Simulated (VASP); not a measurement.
Write the native input for VASP 6.6.1 that does the following.

- Task: single point
- Functional: PBE
- Potentials or basis: VASP PAW PBE potentials, release 64 (Al, Ni)
- Cutoff: 520 eV
- k mesh: 16 × 16 × 16
- Occupations: gaussian, width 0.15 eV
- Spin: no spin polarisation
- Dipole correction: no
- Further INCAR settings: ALGO = Fast; EDIFF = 1e-06; NBANDS = 14

The structure of AlNi lies in POSCAR:

```
AlNi
1.0
    1.9405291957     -1.9404970834      0.0000000000
    1.9405291957      1.9404970834      0.0000000000
    0.0000000000      0.0000000000      2.6684000000
Al Ni
1 1
Direct
    0.0000000000      0.0000000000      0.0000000000
    0.5000000000      0.5000000000      0.5000000000
```

These files were run (other wordings do the same):

INCAR

```
SYSTEM = AlNi
PREC = Accurate
ENCUT = 520
EDIFF = 1E-6
ISMEAR = 0
SIGMA = 0.15
LREAL = .FALSE.
LASPH = .TRUE.
NELM = 100
ALGO = Fast
ISIF = 2
LWAVE = .FALSE.
LCHARG = .TRUE.
GGA = PE
LELF = .TRUE.
LVHAR = .TRUE.
NBANDS = 14
```

KPOINTS

```
regular mesh
0
G
  16 16 16
  0 0 0
```

Potentials or basis: VASP PAW PBE potentials, release 64 (Al, Ni).

Run with:

```sh
$ cat potpaw_PBE.64/Al/POTCAR potpaw_PBE.64/Ni/POTCAR > POTCAR
$ mpirun -np 1 vasp_std > vasp.out
```

Results of the run:

```json
{
 "Pressure": "44.4 GPa",
 "Band gap on the k mesh": "zero (an odd number of electrons rules out a gap without spin polarisation)"
}
```

Caveat: the cell stands under pressure.

Run time: 2.3 min on 1 thread of Intel(R) Xeon(R) Platinum 8259CL CPU @ 2.50GHz (Skylake/Cascade Lake) (shared host), peak memory 0.28 GiB.
